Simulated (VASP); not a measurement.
Al:

```
Al
1.0
     2.81246    0.00000    0.00000
    -1.40623    2.43566    0.00000
     0.00000    0.00000    4.86685
Al
2
Cartesian
  1.4062 0.8119 3.6501
  0.0000 1.6238 1.2167
```

Base run:

* Program: VASP 6.6.1
* Functional: PBE
* Potentials or basis: VASP PAW PBE potentials, release 64 (Al)
* Cutoff: 500 eV
* k mesh: 9 × 9 × 6
* Occupations: gaussian, width 0.1 eV
* Spin: no spin polarisation

Its results: band gap on the k mesh zero (band 3 reaches 11.21 eV, above the bottom of band 4 at 5.03 eV); pressure 0.1 GPa.

The run is repeated on the same cell with these changes: dispersion from none to D3(BJ). What comes out?

Band gap on the k mesh zero (band 3 reaches 11.21 eV, above the bottom of band 4 at 5.03 eV); pressure -3.2 GPa.

Dispersion adds attraction, which lowers the pressure at fixed volume and, as a term added to the energy, leaves the levels alone.

Caveats: pairwise dispersion overbinds metals, which lowers pressure and volume (some runs).
